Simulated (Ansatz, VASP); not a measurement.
# One calculation of Y2TaN3, two programs

```
Y Ta N
1.0
     6.01293    0.00000    0.00000
    -3.00646    5.20735    0.00000
     0.00000    0.00000    3.09778
Y Ta N
2 1 3
Cartesian
  0.0000 3.4716 0.0000
  3.0065 1.7358 0.0000
  0.0000 0.0000 0.0000
  3.0065 0.0000 1.5489
  1.5032 2.6037 1.5489
  -1.5032 2.6037 1.5489
```

Change from the starting cell: species swapped into the PrAl2Ni3 type (P6/mmm, No. 191).

Alike in both runs: functional PBE; k mesh 3 × 3 × 6; occupations gaussian, width 0.1 eV; no spin polarisation.

Ansatz relaxed the structure, and its values are those at the end. VASP's run is a single point on that final structure, the one shown.

|  | VASP | Ansatz |
| --- | --- | --- |
| version | VASP 6.6.1 | Ansatz 0.2.0 |
| potentials or method | VASP PAW PBE potentials, release 64 (Y_sv, Ta_pv, N), cutoff 520 eV | scalar-relativistic, plane waves, PAW |
| valence electrons in the cell | 48 | 50 |

```tsv
	VASP	Ansatz	Ansatz less VASP
gap on the k mesh at the Fermi level (eV)	none	none	-
pressure (GPa)	-0.3	-0.1	+0.18
```

A gap of «none» marks a metal or a gap that the smearing closes. The functional is the same, so the differences come from potentials, cutoffs and numerics. VASP's potentials hold 48 valence electrons a cell and Ansatz's 50, so a difference there can come from the potentials and not from the codes.

The k mesh is coarse, so the values compare programs but aren't converged. Neither program's run includes spin-orbit coupling.
